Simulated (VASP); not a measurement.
# GaSb (F-43m) in VASP: further runs

Runs on GaSb. Level: PBE. Tasks: single point.

Program: VASP 6.6.1. These are calculated values, not measurements. Logs are shortened: lines on timing, memory, paths and dates and some standing lists are left out, and cuts for length are marked.

## 1. The cell of the first run

The structure is cubic, space group F-43m (No. 216). Conventional cell: a = 5.886 Å, b = 5.886 Å, c = 5.886 Å, α = 90.00°, β = 90.00°, γ = 90.00°. Within 3.4 Å of Ga (site symmetry -43m) lie 4 Sb at 2.55 Å. Sb (site symmetry -43m) has 4 Ga at 2.55 Å within 3.4 Å.

## 2. Single point, PBE (strain -4.0%)

Input file INCAR:

```
SYSTEM = GaSb
ALGO = Normal ; EDIFF = 1E-7
ENCUT = 520 ; GGA = PE
ISIF = 2 ; ISMEAR = -1
LASPH = .TRUE. ; LCHARG = .FALSE.
LREAL = .FALSE. ; LWAVE = .FALSE.
NBANDS = 16 ; NELM = 80
PREC = Accurate ; SIGMA = 0.02
```

Input file KPOINTS:

```
k-points
0
G
  8 8 8
  0 0 0
```

Input file POSCAR:

```
GaSb
1.0
    0.0000000000      2.9432436460      2.9432436460
    2.9432436460      0.0000000000      2.9432436460
    2.9432436460      2.9432436460      0.0000000000
Ga Sb
1 1
Direct
    0.0000000000      0.0000000000      0.0000000000
    0.2500000000      0.2500000000      0.2500000000
```

Potentials or basis: VASP PAW PBE potentials, release 64 (Ga_d, Sb).

Run with:

```bash
cat potpaw_PBE.64/Ga_d/POTCAR potpaw_PBE.64/Sb/POTCAR > POTCAR
mpirun -np 1 vasp_std > vasp.out
```

OUTCAR:

```text
SYSTEM = GaSb
   EDIFF = 1E-7
   ENCUT = 520
   GGA = PE
   ISIF = 2
   ISMEAR = -1
   LASPH = .TRUE.
   LREAL = .FALSE.
   NELM = 80
   PREC = Accurate

 ion  position               nearest neighbor table
   1  0.000  0.000  0.000-   2 2.55   2 2.55   2 2.55   2 2.55
   2  0.250  0.250  0.250-   1 2.55   1 2.55   1 2.55   1 2.55

  LATTYP: Found a face centered cubic cell.
 ALAT       =     5.8864872920

  Lattice vectors:

 A1 = (   0.0000000000,   2.9432436460,   2.9432436460)
 A2 = (   2.9432436460,   0.0000000000,   2.9432436460)
 A3 = (   2.9432436460,   2.9432436460,   0.0000000000)

Analysis of symmetry for initial positions (statically):
=====================================================================
 Subroutine PRICEL returns:
 Original cell was already a primitive cell.

 Routine SETGRP: Setting up the symmetry group for a
 face centered cubic supercell.

 Subroutine GETGRP returns: Found 24 space group operations
 (whereof 24 operations were pure point group operations)
 out of a pool of 48 trial point group operations.

The static configuration has the point symmetry T_d .

Analysis of symmetry for dynamics (positions and initial velocities):
=====================================================================
 Subroutine PRICEL returns:
 Original cell was already a primitive cell.

 Routine SETGRP: Setting up the symmetry group for a
 face centered cubic supercell.

 Subroutine GETGRP returns: Found 24 space group operations
 (whereof 24 operations were pure point group operations)
 out of a pool of 48 trial point group operations.

The dynamic configuration has the point symmetry T_d .

 Subroutine INISYM returns: Found 24 space group operations
 (whereof 24 operations are pure point group operations),
 and found     1 'primitive' translations

----------------------------------------------------------------------------------------

                                     Primitive cell

  volume of cell :      50.9928

  direct lattice vectors                    reciprocal lattice vectors
     0.000000000  2.943243646  2.943243646    -0.169880601  0.169880601  0.169880601
     2.943243646  0.000000000  2.943243646     0.169880601 -0.169880601  0.169880601
     2.943243646  2.943243646  0.000000000     0.169880601  0.169880601 -0.169880601

  length of vectors
     4.162375082  4.162375082  4.162375082     0.294241832  0.294241832  0.294241832

[... 73 lines left out ...]
   ICHARG =      2    charge: 1-file 2-atom 10-const
   ISPIN  =      1    spin polarized calculation?
   LNONCOLLINEAR =      F non collinear calculations
   LSORBIT =      F    spin-orbit coupling
   LASPH  =      T    aspherical Exc in radial PAW
   ENCUT  =  520.0 eV  38.22 Ry    6.18 a.u.   7.74  7.74  7.74*2*pi/ulx,y,z
   NELM   =     80;   NELMIN=  2; NELMDL= -5     # of ELM steps
   EDIFF  = 0.1E-06   stopping-criterion for ELM
   LREAL  =      F    real-space projection
   EDIFFG = 0.1E-05   stopping-criterion for IOM
   NSW    =      0    number of steps for IOM
   IBRION =     -1    ionic relax: 0-MD 1-quasi-New 2-CG
   NFREE  =      0    steps in history (QN), initial steepest desc. (CG)
   ISIF   =      2    stress and relaxation
   ISYM   =      2    0-nonsym 1-usesym 2-fastsym
   POTIM  = 0.5000    time-step for ionic-motion
   TEBEG  =    0.0;   TEEND  =   0.0 temperature during run
   PSTRESS=    0.0 pullay stress
   NELECT =      18.0000    total number of electrons
   NUPDOWN=      -1.0000    fix difference up-down
   EMIN   =  10.00;   EMAX   =-10.00  energy-range for DOS
   EFERMI =   0.00;   METHOD = LEGACY
   ISMEAR =    -1;   SIGMA  =   0.02  broadening in eV -4-tet -1-fermi 0-gaus
   EFERMI_NEDOS =   21; number of points for ismear=-14 and -15
   IALGO  =     38    algorithm
   IMIX   =      4    mixing-type and parameters
     AMIX     =   0.40;   BMIX     =  1.00
     AMIX_MAG =   1.60;   BMIX_MAG =  1.00
  volume/ion in A,a.u.               =      25.50       172.06
  Fermi-wavevector in a.u.,A,eV,Ry     =   1.156990  2.186393 18.213098  1.338625
  Thomas-Fermi vector in A             =   2.293605
   LORBIT       =      0    0 simple, 1 ext, 2 COOP (PROOUT), +10 PAW based schemes
   GGA     = PE    functional components
   LHFCALC =     F    Hartree Fock is set to
   AEXX    =    0.0000 exact exchange contribution
   IVDW    =     0    specifies the selected vdW correction
   LEPSILON=     F    determine dielectric tensor
   LRPA    =     F    only Hartree local field effects (RPA)
 non-spin polarized calculation
  energy-cutoff  :      520.00
  volume of cell :       50.99
 maximum number of plane-waves:      1387
   NGX = 15   NGY = 15   NGZ = 15

 number of electron      18.0000006 magnetization

 Free energy of the ion-electron system (eV)
  ---------------------------------------------------
  ext. energy  EPLUGINS =         0.00000000
  ---------------------------------------------------
  free energy    TOTEN  =        -7.10524061 eV

  energy without entropy =       -7.10524061  energy(sigma->0) =       -7.10524061

 E-fermi :   6.4623     XC(G=0):  -9.6045

 val. band max:        6.1368965197   @ k =   0.0000   0.0000   0.0000
 cond. band min:       6.7962753244   @ k =   0.5000   0.0000   0.0000
 fundamental gap:      0.6593788047
 Fermi energy:         6.4623061695

 k-point     1 :       0.0000    0.0000    0.0000
  band No.  band energies     occupation
      1      -9.1755      2.00000
      2      -9.1755      2.00000
      3      -9.1755      2.00000
      4      -9.1052      2.00000
      5      -9.1052      2.00000
      6      -6.2101      2.00000
[... 433 lines left out ...]
      3      -9.1505      2.00000
      4      -9.1103      2.00000
      5      -9.1055      2.00000
      6      -3.8495      2.00000
[... 8 lines left out ...]
     15      15.9762      0.00000
     16      16.8032      0.00000

 [... further k-points ...]
[... 5 lines left out ...]
  --------------------------------------------------------------------------------------
  -------------------------------------------------------------------------------------
  Total        3.4353338      3.4353338      3.4353338      0.0000000      0.0000000      0.0000000
  in kB      107.9371341    107.9371341    107.9371341      0.0000000      0.0000000      0.0000000
  external PRESSURE =     107.9371341 kB  Pullay stress =       0.0000000 kB

 VOLUME and BASIS-vectors are now :
 -----------------------------------------------------------------------------
  energy-cutoff  :      520.00
  volume of cell :       50.99
      direct lattice vectors                 reciprocal lattice vectors
     0.000000000  2.943243646  2.943243646    -0.169880601  0.169880601  0.169880601
     2.943243646  0.000000000  2.943243646     0.169880601 -0.169880601  0.169880601
     2.943243646  2.943243646  0.000000000     0.169880601  0.169880601 -0.169880601

 POSITION                                       TOTAL-FORCE (eV/Angst)
 -----------------------------------------------------------------------------------
      0.00000      0.00000      0.00000        -0.000000     -0.000000     -0.000000
      1.47162      1.47162      1.47162         0.000000      0.000000      0.000000
 -----------------------------------------------------------------------------------
    total drift:                                0.000002      0.000002      0.000002

  FREE ENERGIE OF THE ION-ELECTRON SYSTEM (eV)
  ---------------------------------------------------
  free  energy   TOTEN  =        -7.1052406140 eV

  energy  without entropy=       -7.1052406132  energy(sigma->0) =       -7.10524061
```

It took 17 s on 1 thread of Intel Xeon 6975P-C, shared host; peak memory 0.18 GiB.

What came out:

- Free energy: -7.1052 eV
- Pressure: 10.8 GPa
- Band gap on the k mesh: 0.66 eV, indirect (least direct gap 0.90 eV)

Caveat: the cell differs from its parent crystal (strain -4.0%); spin-orbit coupling is left out, which moves the levels of the heavy elements. A k mesh can miss the band edges.

## 3. Single point, PBE (strain -3.0%)

Input file INCAR:

```
ALGO = Normal
EDIFF = 1E-7
ENCUT = 520
GGA = PE
ISIF = 2
ISMEAR = -1
LASPH = T
LCHARG = T
LELF = T
LREAL = F
LVHAR = T
LWAVE = F
NBANDS = 16
NELM = 80
PREC = Accurate
SIGMA = 0.02
```

Input file KPOINTS:

```
k-points
0
Gamma
  8 8 8
```

Input file POSCAR:

```
GaSb
1.0
    0.0000000000      2.9739024340      2.9739024340
    2.9739024340      0.0000000000      2.9739024340
    2.9739024340      2.9739024340      0.0000000000
Ga Sb
1 1
Direct
    0.0000000000      0.0000000000      0.0000000000
    0.2500000000      0.2500000000      0.2500000000
```

Potentials or basis: VASP PAW PBE potentials, release 64 (Ga_d, Sb).

Run with:

```bash
cat potpaw_PBE.64/Ga_d/POTCAR potpaw_PBE.64/Sb/POTCAR > POTCAR
mpirun -np 1 vasp_std > vasp.out
```

OUTCAR:

```text
EDIFF = 1E-7
   ENCUT = 520
   GGA = PE
   ISIF = 2
   ISMEAR = -1
   LASPH = T
   LREAL = F
   NELM = 80
   PREC = Accurate

 ion  position               nearest neighbor table
   1  0.000  0.000  0.000-   2 2.58   2 2.58   2 2.58   2 2.58
   2  0.250  0.250  0.250-   1 2.58   1 2.58   1 2.58   1 2.58

  LATTYP: Found a face centered cubic cell.
 ALAT       =     5.9478048680

  Lattice vectors:

 A1 = (   0.0000000000,   2.9739024340,   2.9739024340)
[... 190 lines left out ...]
      6      -6.3196      2.00000
[... 433 lines left out ...]
      3      -9.4254      2.00000
      4      -9.3882      2.00000
      5      -9.3839      2.00000
      6      -4.0660      2.00000
[... 8 lines left out ...]
     15      15.5755      0.00000
     16      16.3127      0.00000

 [... further k-points ...]
[... 5 lines left out ...]
  --------------------------------------------------------------------------------------
  -------------------------------------------------------------------------------------
  Total        2.6669728      2.6669728      2.6669728      0.0000000      0.0000000      0.0000000
  in kB       81.2304820     81.2304820     81.2304820      0.0000000      0.0000000      0.0000000
  external PRESSURE =      81.2304820 kB  Pullay stress =       0.0000000 kB

 VOLUME and BASIS-vectors are now :
 -----------------------------------------------------------------------------
  energy-cutoff  :      520.00
  volume of cell :       52.60
      direct lattice vectors                 reciprocal lattice vectors
     0.000000000  2.973902434  2.973902434    -0.168129255  0.168129255  0.168129255
     2.973902434  0.000000000  2.973902434     0.168129255 -0.168129255  0.168129255
     2.973902434  2.973902434  0.000000000     0.168129255  0.168129255 -0.168129255

 POSITION                                       TOTAL-FORCE (eV/Angst)
 -----------------------------------------------------------------------------------
      0.00000      0.00000      0.00000         0.000000      0.000000      0.000000
      1.48695      1.48695      1.48695        -0.000000     -0.000000     -0.000000
 -----------------------------------------------------------------------------------
    total drift:                                0.000002      0.000002      0.000002

  FREE ENERGIE OF THE ION-ELECTRON SYSTEM (eV)
  ---------------------------------------------------
  free  energy   TOTEN  =        -7.2000060309 eV

  energy  without entropy=       -7.2000060273  energy(sigma->0) =       -7.20000603
```

Wall time 19 s (1 thread of Intel Xeon 6975P-C, shared host); peak memory 0.18 GiB.

Results:

```yaml
Free_energy: -7.2000 eV
Pressure: 8.1 GPa
Band_gap_on_the_k_mesh: 0.59 eV, indirect (least direct gap 0.66 eV)
```

Caveat: the cell differs from its parent crystal (strain -3.0%); spin-orbit coupling is left out, which moves the levels of the heavy elements.
